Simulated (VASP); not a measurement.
# MoRu2 (P6_3/mmc) in VASP: relaxation of cell and atoms with PBE

Aim: the relaxation of cell and atoms of MoRu2 with PBE.

Everything below comes from runs of VASP 6.6.1. Logs are shortened: lines on timing, memory, paths and dates and some standing lists are left out, and cuts for length are marked.

## Step 1: The cell of the first run

The structure is hexagonal, space group P6_3/mmc (No. 194). The conventional cell has a = 2.756 Å, b = 2.756 Å, c = 13.183 Å, α = 90.00°, β = 90.00°, γ = 120.00°. Within 3.6 Å of Mo (site symmetry -6m2) lie 6 Ru at 2.72 Å and 6 Mo at 2.76 Å. Within 3.6 Å of Ru (site symmetry 3m) lie 9 Ru at 2.70 to 2.76 Å and 3 Mo at 2.72 Å.

## Step 2: Relaxation of cell and atoms, PBE

INCAR reads:

```
  PREC = Accurate
  ENCUT = 600
  EDIFF = 1E-7
  ISMEAR = 0
  SIGMA = 0.1
  LREAL = F
  LASPH = T
  NELM = 60
  ALGO = Fast
  ISIF = 3
  LWAVE = F
  LCHARG = F
  GGA = PE
  IBRION = 2
  NSW = 100
  EDIFFG = -0.01
```

KPOINTS reads:

```
Automatic mesh
0
Gamma
  18 18 4
```

POSCAR reads:

```
MoRu2
1.0
    2.7559681421      0.0000000000      0.0000000000
   -1.3779840710      2.3867384230      0.0000000000
    0.0000000000      0.0000000000     13.1830963734
Mo Ru
2 4
Direct
    0.6666666667      0.3333333333      0.2500000000
    0.3333333333      0.6666666667      0.7500000000
    0.6666666667      0.3333333333      0.9172646648
    0.6666666667      0.3333333333      0.5827353352
    0.3333333333      0.6666666667      0.0827353352
    0.3333333333      0.6666666667      0.4172646648
```

Potentials or basis: VASP PAW PBE potentials, release 64 (Mo_sv, Ru_pv).

Run with:

```
cat potpaw_PBE.64/Mo_sv/POTCAR potpaw_PBE.64/Ru_pv/POTCAR > POTCAR
mpirun -np 1 vasp_std > vasp.out
```

OUTCAR:

```text
PREC = Accurate
   ENCUT = 600
   EDIFF = 1E-7
   ISMEAR = 0
   LREAL = F
   LASPH = T
   NELM = 60
   ISIF = 3
   GGA = PE
   IBRION = 2
   NSW = 100
   EDIFFG = -0.01

 ion  position               nearest neighbor table
   1  0.667  0.333  0.250-   5 2.72   6 2.72   5 2.72   6 2.72   5 2.72   6 2.72
   2  0.333  0.667  0.750-   3 2.72   4 2.72   3 2.72   4 2.72   3 2.72   4 2.72
   3  0.667  0.333  0.917-   5 2.70   5 2.70   5 2.70   2 2.72   2 2.72   2 2.72
   4  0.667  0.333  0.583-   6 2.70   6 2.70   6 2.70   2 2.72   2 2.72   2 2.72
   5  0.333  0.667  0.083-   3 2.70   3 2.70   3 2.70   1 2.72   1 2.72   1 2.72
   6  0.333  0.667  0.417-   4 2.70   4 2.70   4 2.70   1 2.72   1 2.72   1 2.72

  LATTYP: Found a hexagonal cell.
 ALAT       =     2.7559681421
 C/A-ratio  =     4.7834719756

  Lattice vectors:

 A1 = (   2.7559681421,   0.0000000000,   0.0000000000)
 A2 = (  -1.3779840710,   2.3867384230,   0.0000000000)
 A3 = (   0.0000000000,   0.0000000000,  13.1830963734)

Analysis of symmetry for initial positions (statically):
=====================================================================
 Subroutine PRICEL returns:
 Original cell was already a primitive cell.

 Routine SETGRP: Setting up the symmetry group for a
 hexagonal supercell.

 Subroutine GETGRP returns: Found 24 space group operations
 (whereof 12 operations were pure point group operations)
 out of a pool of 24 trial point group operations.

The static configuration has the point symmetry D_3d.
 The point group associated with its full space group is D_6h.

Analysis of symmetry for dynamics (positions and initial velocities):
=====================================================================
 Subroutine PRICEL returns:
 Original cell was already a primitive cell.

 Routine SETGRP: Setting up the symmetry group for a
 hexagonal supercell.

 Subroutine GETGRP returns: Found 24 space group operations
 (whereof 12 operations were pure point group operations)
 out of a pool of 24 trial point group operations.

The dynamic configuration has the point symmetry D_3d.
 The point group associated with its full space group is D_6h.

 Subroutine INISYM returns: Found 24 space group operations
 (whereof 12 operations are pure point group operations),
 and found     1 'primitive' translations

----------------------------------------------------------------------------------------

                                     Primitive cell
[... 109 lines left out ...]
   PSTRESS=    0.0 pullay stress
   NELECT =      84.0000    total number of electrons
   NUPDOWN=      -1.0000    fix difference up-down
   EMIN   =  10.00;   EMAX   =-10.00  energy-range for DOS
   EFERMI =   0.00;   METHOD = LEGACY
   ISMEAR =     0;   SIGMA  =   0.10  broadening in eV -4-tet -1-fermi 0-gaus
   EFERMI_NEDOS =   21; number of points for ismear=-14 and -15
   IALGO  =     68    algorithm
   IMIX   =      4    mixing-type and parameters
     AMIX     =   0.40;   BMIX     =  1.00
     AMIX_MAG =   1.60;   BMIX_MAG =  1.00
  volume/ion in A,a.u.               =      14.45        97.53
  Fermi-wavevector in a.u.,A,eV,Ry     =   1.619829  3.061033 35.699582  2.623845
  Thomas-Fermi vector in A             =   2.713866
   LORBIT       =      0    0 simple, 1 ext, 2 COOP (PROOUT), +10 PAW based schemes
   GGA     = PE    functional components
   LHFCALC =     F    Hartree Fock is set to
   AEXX    =    0.0000 exact exchange contribution
   IVDW    =     0    specifies the selected vdW correction
   LEPSILON=     F    determine dielectric tensor
   LRPA    =     F    only Hartree local field effects (RPA)
 conjugate gradient relaxation of ions
 non-spin polarized calculation
 RMM-DIIS sequential band-by-band and
 Gauss-broadening in eV      SIGMA  =   0.10
  energy-cutoff  :      600.00
  volume of cell :       86.72
 maximum number of plane-waves:      2956
 NGX is ok and might be reduce to    24
   NGX = 11   NGY = 11   NGZ = 53

--------------------------------------- Ionic step        1  -------------------------------------------

 number of electron      84.0000004 magnetization

 Free energy of the ion-electron system (eV)
  ---------------------------------------------------
  ext. energy  EPLUGINS =         0.00000000
  ---------------------------------------------------
  free energy    TOTEN  =       -58.54504690 eV

  energy without entropy =      -58.51854939  energy(sigma->0) =      -58.53179815

------------------------ aborting loop because EDIFF is reached ----------------------------------------

  FORCE on cell =-STRESS in cart. coord.  units (eV):
  Direction    XX          YY          ZZ          XY          YZ          ZX
  --------------------------------------------------------------------------------------
  -------------------------------------------------------------------------------------
  Total        0.0560040      0.0560040     -0.4122587      0.0000000     -0.0000000      0.0000000
  in kB        1.0347445      1.0347445     -7.6170007      0.0000000     -0.0000000      0.0000000
  external PRESSURE =      -1.8491706 kB  Pullay stress =       0.0000000 kB
[... 227 lines left out ...]
--------------------------------------- Ionic step        7  -------------------------------------------

 number of electron      84.0000003 magnetization

 Free energy of the ion-electron system (eV)
  ---------------------------------------------------
  ext. energy  EPLUGINS =         0.00000000
  ---------------------------------------------------
  free energy    TOTEN  =       -58.54838834 eV

  energy without entropy =      -58.52212478  energy(sigma->0) =      -58.53525656

 E-fermi :  12.2354     XC(G=0): -13.7682

 val. band max:       12.2280517290   @ k =   0.1667   0.0556   0.2500
 cond. band min:      12.2424550377   @ k =   0.4444   0.1111   0.2500
 fundamental gap:      0.0144033087
 Fermi energy:        12.2354190875

 k-point     1 :       0.0000    0.0000    0.0000
  band No.  band energies     occupation
      1     -48.5320      2.00000
      2     -48.5320      2.00000
      3     -30.7388      2.00000
      4     -30.7197      2.00000
      5     -30.2353      2.00000
      6     -30.2134      2.00000
[... 1261 lines left out ...]
     49      15.1008      0.00000
     50      15.3911      0.00000

 [... further k-points ...]

------------------------ aborting loop because EDIFF is reached ----------------------------------------

  FORCE on cell =-STRESS in cart. coord.  units (eV):
  Direction    XX          YY          ZZ          XY          YZ          ZX
  --------------------------------------------------------------------------------------
  -------------------------------------------------------------------------------------
  Total       -0.0001856     -0.0001856      0.0045369     -0.0000000     -0.0000000     -0.0000000
  in kB       -0.0034325     -0.0034325      0.0838870     -0.0000000     -0.0000000     -0.0000000
  external PRESSURE =       0.0256740 kB  Pullay stress =       0.0000000 kB
[... 21 lines left out ...]
  FREE ENERGIE OF THE ION-ELECTRON SYSTEM (eV)
  ---------------------------------------------------
  free  energy   TOTEN  =       -58.5483883389 eV

  energy  without entropy=      -58.5221247836  energy(sigma->0) =      -58.53525656

 reached required accuracy - stopping structural energy minimisation
```

OSZICAR:

```text
N       E                     dE             d eps       ncg     rms          rms(c)
DAV:   1     0.117670125362E+04    0.11767E+04   -0.55717E+04 11100   0.205E+03
DAV:   2    -0.141495438355E+02   -0.11909E+04   -0.11648E+04 11742   0.616E+02
DAV:   3    -0.614336376863E+02   -0.47284E+02   -0.45333E+02 14006   0.119E+02
[... 95 lines left out ...]
RMM:   5    -0.585483874806E+02   -0.15052E-06   -0.48703E-05 12010   0.298E-02    0.671E-03
RMM:   6    -0.585483877248E+02   -0.24423E-06   -0.13484E-05 12879   0.155E-02    0.364E-03
RMM:   7    -0.585483879533E+02   -0.22849E-06   -0.31589E-06 13112   0.733E-03    0.279E-03
RMM:   8    -0.585483885278E+02   -0.57452E-06   -0.83936E-07 10444   0.484E-03    0.158E-03
RMM:   9    -0.585483883029E+02    0.22490E-06   -0.30718E-07  7037   0.295E-03    0.396E-04
RMM:  10    -0.585483883389E+02   -0.35945E-07   -0.96168E-08  6387   0.142E-03
   7 F= -.58548388E+02 E0= -.58535257E+02  d E =-.139783E-03
```

CONTCAR:

```text
MoRu2
   1.00000000000000
     2.7566570303029199    0.0000000000000144    0.0000000000000000
    -1.3783285151014351    2.3873350176840300   -0.0000000000000000
    -0.0000000000000000   -0.0000000000000000   13.1666264885071911
  Mo              Ru
     2     4
Direct
     0.6666666667000030    0.3333333332999970    0.2500000000000000
     0.3333333332999970    0.6666666667000030    0.7500000000000000
     0.6666666667000030    0.3333333332999970    0.9179983348935501
     0.6666666667000030    0.3333333332999970    0.5820016651064499
     0.3333333332999970    0.6666666667000030    0.0820016651064499
     0.3333333332999970    0.6666666667000030    0.4179983348935500

  0.00000000E+00  0.00000000E+00  0.00000000E+00
  0.00000000E+00  0.00000000E+00  0.00000000E+00
  0.00000000E+00  0.00000000E+00  0.00000000E+00
  0.00000000E+00  0.00000000E+00  0.00000000E+00
  0.00000000E+00  0.00000000E+00  0.00000000E+00
  0.00000000E+00  0.00000000E+00  0.00000000E+00
```

It took 1.6 h on 1 thread of Oxide Virtual Turin-like, shared host; peak memory 0.55 GiB.

Results:

```
Free energy                           : -58.5484 eV
Relaxed volume                        : 14.44 Å³/atom
Relaxed cell                          : a = 2.757 Å, b = 2.757 Å, c = 13.167 Å, α = 90.00°, β = 90.00°, γ = 120.00°
Space group after relaxing (to 0.1 Å) : P6_3/mmc (No. 194)
Energy gained by relaxing             : 0.6 meV/atom
Ionic steps                           : 7
Pressure after relaxing               : 0.0 GPa
Band gap on the k mesh                : zero (bands 42 and 43 overlap by 2.37 eV)
```

Step by step:
```tsv
step	energy change (eV)	largest force (eV/Å)	pressure (GPa)	volume (Å³)
1	0.0000	0.1579	-0.18	86.72
2	-0.0027	0.0270	0.51	86.51
3	-0.0027	0.0452	0.41	86.53
4	-0.0025	0.0284	-0.86	86.92
5	-0.0032	0.0118	-0.16	86.71
6	-0.0033	0.0069	0.10	86.62
7	-0.0033	0.0003	0.00	86.65
```

Final structure:
```
CELL_PARAMETERS angstrom
2.75666 0.00000 0.00000
-1.37833 2.38734 0.00000
0.00000 0.00000 13.16663
ATOMIC_POSITIONS crystal
Mo 0.66667 0.33333 0.25000
Mo 0.33333 0.66667 0.75000
Ru 0.66667 0.33333 0.91800
Ru 0.66667 0.33333 0.58200
Ru 0.33333 0.66667 0.08200
Ru 0.33333 0.66667 0.41800
```

Levels at points of the mesh, in eV from the Fermi level:
| k point | band 40 | band 41 | band 42 | band 43 | band 44 | band 45 |
| --- | --- | --- | --- | --- | --- | --- |
| (0.00, 0.00, 0.00) | -0.95 | -0.92 | -0.92 | -0.70 | -0.70 | -0.64 |
| (0.50, 0.00, 0.00) | 0.44 | 1.44 | 1.58 | 1.80 | 1.81 | 2.11 |
| (0.00, 0.00, 0.50) | -0.98 | -0.98 | -0.98 | -0.25 | -0.25 | -0.25 |
| (0.50, 0.00, 0.50) | 0.51 | 1.14 | 1.14 | 1.56 | 1.56 | 1.80 |
